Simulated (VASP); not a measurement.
A run of VASP 6.6.1 is set up as follows.

INCAR

```
SYSTEM = NiMoIrPdW
PREC = Accurate ; ENCUT = 520
EDIFF = 1E-6 ; ISMEAR = -1
SIGMA = 0.05 ; LREAL = .FALSE.
LASPH = .TRUE. ; NELM = 150
ALGO = Normal ; ISIF = 2
LWAVE = .FALSE. ; LCHARG = .FALSE.
ISPIN = 2 ; MAGMOM = 1 1 0 0.6 0
LORBIT = 11 ; LMAXMIX = 4
GGA = PE ; NBANDS = 40
```

KPOINTS

```
regular mesh
0
G
  6 6 4
  0 0 0
```

The input POSCAR:

```
NiMoIrPdW
1.0
    4.1977969706      0.0000000000      0.0000000000
   -2.0989035833      3.6353989300      0.0000000000
    0.0000000000      0.0000000000      5.5526075083
Ni Mo Pd Ir W
1 1 1 1 1
Direct
    0.0000000000      0.0000000000      0.9577500000
    0.6666700000      0.3333300000      0.9616100000
    0.6666700000      0.3333300000      0.4629500000
    0.3333300000      0.6666700000      0.7257200000
    0.3333300000      0.6666700000      0.2364200000
```

Potentials or basis: VASP PAW PBE potentials, release 64 (Ni, Mo_sv, Pd, Ir, W_sv).

Command:

```console
$ cat potpaw_PBE.64/Ni/POTCAR potpaw_PBE.64/Mo_sv/POTCAR potpaw_PBE.64/Pd/POTCAR potpaw_PBE.64/Ir/POTCAR potpaw_PBE.64/W_sv/POTCAR > POTCAR
$ mpirun -np 1 vasp_std > vasp.out
```

Q: Predict the largest force.

A: 0.176 eV/Å.

Q: Predict the pressure.

A: -11.2 GPa.

Q: Estimate the net moment.

A: 0.00 μB per cell.

Stress tensor (GPa, compression positive):
```
-11.04   0.00   0.00
  0.00 -11.04   0.00
  0.00   0.00 -11.58
```

Caveat: the cell stands under tension; the moments typed at the start vanished in this run.
